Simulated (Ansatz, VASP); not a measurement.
# Two plane-wave programs on WS2

The input INCAR:

```
ALGO     = Normal         # electronic algorithm
EDIFF    = 1E-6           # SCF threshold, eV
ENCUT    = 520            # plane-wave cutoff, eV
GGA      = PE             # functional
ISIF     = 2              # what is computed and relaxed
ISMEAR   = -1             # smearing method
LASPH    = T              # aspherical terms in the spheres
LCHARG   = F              # write CHGCAR
LREAL    = F              # projectors in reciprocal space
LWAVE    = F              # write WAVECAR
NBANDS   = 20             # bands
NELM     = 100            # most SCF steps
PREC     = Accurate       # precision mode
SIGMA    = 0.02           # smearing width, eV
```

Contents of KPOINTS:

```
k-points
0
Gamma
  10 10 10
```

Contents of POSCAR:

```
WS2
1.0
    1.5243542974      0.9156121140      6.2374687378
   -1.5243542974      0.9156121140      6.2374687378
    0.0000000000     -1.8312242279      6.2374687378
W S
1 2
Direct
    0.0014330697      0.0014330697     -0.0029075810
    0.4170472751      0.4170472751      0.4195516138
    0.2481863219      0.2481863219      0.2500226340
```

Input for Ansatz:

```yaml
crystal:
  lattice:
    - [1.5243542974, 0.915612114, 6.2374687378]
    - [-1.5243542974, 0.915612114, 6.2374687378]
    - [0.0, -1.8312242279, 6.2374687378]
  atoms:
    - { symbol: W, position: [0.0014330697, 0.0014330697, -0.002907581] }
    - { symbol: S, position: [0.4170472751, 0.4170472751, 0.4195516138] }
    - { symbol: S, position: [0.2481863219, 0.2481863219, 0.250022634] }
kpoints:
  mp_grid: { grid: [10, 10, 10] }
  band_path:
    path:
      - [0.0, 0.0, 0.0]
      - [-0.5, -0.5, -0.5]
      - [-0.5, -0.1810319778, -0.8189680222]
      - [-0.1810319778, 0.1810319778, -0.5]
      - [0.0, 0.0, -0.5]
      - [0.0, 0.3405159889, -0.3405159889]
      - [-0.3405159889, 0.0, -0.6594840111]
      - [-0.5, 0.0, -0.5]
      - [-0.16292878, 0.16292878, -0.5]
      - [-0.177083, 0.179688, 0.0]
    npoints: 1
hamiltonian:
  xc: pbe
scf:
  occupations: { method: fermi_dirac, width: 0.02 }
  n_extra_bands: 4
output:
  forces: true
  stress: true
  eigenvalues: true
```

Change from the starting cell: uniaxial_x strain -3.9%.

Alike in both runs: task single point; functional PBE; k mesh 10 × 10 × 10; occupations fermi-dirac, width 0.02 eV; no spin polarisation.

```csv
,VASP,Ansatz
version,VASP 6.6.1,Ansatz 0.2.0
potentials or method,"VASP PAW PBE potentials, release 64 (W_sv, S)","plane waves, PAW"
plane-wave cutoff (eV),520,420
valence electrons in the cell,26,26
```

|  | VASP | Ansatz | Ansatz less VASP |
| --- | --- | --- | --- |
| gap on the k mesh at the Fermi level (eV) | 1.15 | 1.14 | -0.016 |
| pressure (GPa) | 8.0 | 8.1 | +0.04 |
| traceless stress, the component that is largest in VASP (GPa) | 5.95 | 5.93 | -0.017 |
| rms of the force components (eV/Å) | 0.106 | 0.104 | -0.0013 |

Atom by atom the forces differ by 0.001 eV/Å (rms over components). The functional is the same, so the differences come from potentials, cutoffs and numerics.

Spin-orbit coupling is off throughout.
